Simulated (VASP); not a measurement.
Here is a VASP 6.6.1 calculation.

File INCAR:

```
PREC = Accurate ; ENCUT = 520
EDIFF = 1E-8 ; ISMEAR = -1
SIGMA = 0.03 ; LREAL = False
LASPH = True ; NELM = 80
ALGO = Normal ; ISIF = 2
LWAVE = False ; LCHARG = False
LEFG = True ; NBANDS = 7
```

The input KPOINTS:

```
Automatic mesh
0
Gamma
  19 19 19
```

Contents of POSCAR:

```
Mg
1.0
   -1.4959298597      1.4959298597      1.4959298597
    1.4959298597     -1.4959298597      1.4959298597
    1.4959298597      1.4959298597     -1.4959298597
Mg
1
Direct
    0.0000000000      0.0000000000      0.0000000000
```

Potentials or basis: VASP PAW LDA potentials, release 64 (Mg).

Run with:

```sh
$ cat potpaw_LDA.64/Mg/POTCAR > POTCAR
$ mpirun -np 1 vasp_std > vasp.out
```

Task: Predict the band gap on the k mesh.

Result: Zero (band 1 reaches 9.42 eV, above the bottom of band 2 at 5.18 eV).

Task: Predict the pressure.

Result: 47.8 GPa.

Caveat: without QUAD_EFG the Cq values of the log hold for a quadrupole moment of 1 mb, not for the nuclei.
